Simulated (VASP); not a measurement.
## Se: single point with PBE

Se:

```
Se
1.0
    -2.91689    2.91689    1.59122
     2.91689   -2.91689    1.59122
     2.91689    2.91689   -1.59122
Se
2
Direct
  0.00000 0.00000 0.00000
  0.75000 0.25000 0.50000
```

```
Program             : VASP 6.6.1
Task                : single point
Functional          : PBE
Potentials or basis : VASP PAW PBE potentials, release 64 (Se)
Cutoff              : 520 eV
k mesh              : 6 × 6 × 6
Occupations         : gaussian, width 0.1 eV
Spin                : no spin polarisation
```

- Pressure: -8.1 GPa
- Band gap on the k mesh: zero (bands 6 and 7 overlap by 1.71 eV)

Stress tensor (GPa, compression positive):
```
-9.35  0.00  0.00
 0.00 -9.35  0.00
 0.00  0.00 -5.66
```

Levels at points of the mesh, in eV from the Fermi level:
```
           k point  band 2  band 3  band 4  band 5  band 6  band 7  band 8  band 9  band 10  band 11
(0.00, 0.00, 0.00)  -11.27   -3.61   -3.61    1.33    1.33    1.33    1.38    4.28     7.33     8.98
(0.50, 0.00, 0.00)  -11.37   -4.44   -3.30   -3.11   -0.81    0.01    0.79    6.86     6.89     8.68
(0.50, 0.50, 0.00)  -13.05   -1.95   -1.95   -1.89   -1.89    1.41    1.41    8.43     8.43     9.59
(0.50, 0.50, 0.50)  -12.80   -5.22   -5.22    1.06    1.06    2.40    2.40    9.10     9.10    11.35
```

Wall time 8.3 s on 1 thread of Intel(R) Xeon(R) 6975P-C (Granite Rapids), with other jobs on the host, peak memory 0.2 GiB.

Caveat: the k points lie up to 0.37 Å⁻¹ apart, too coarse for converged energies and pressures of a metal.
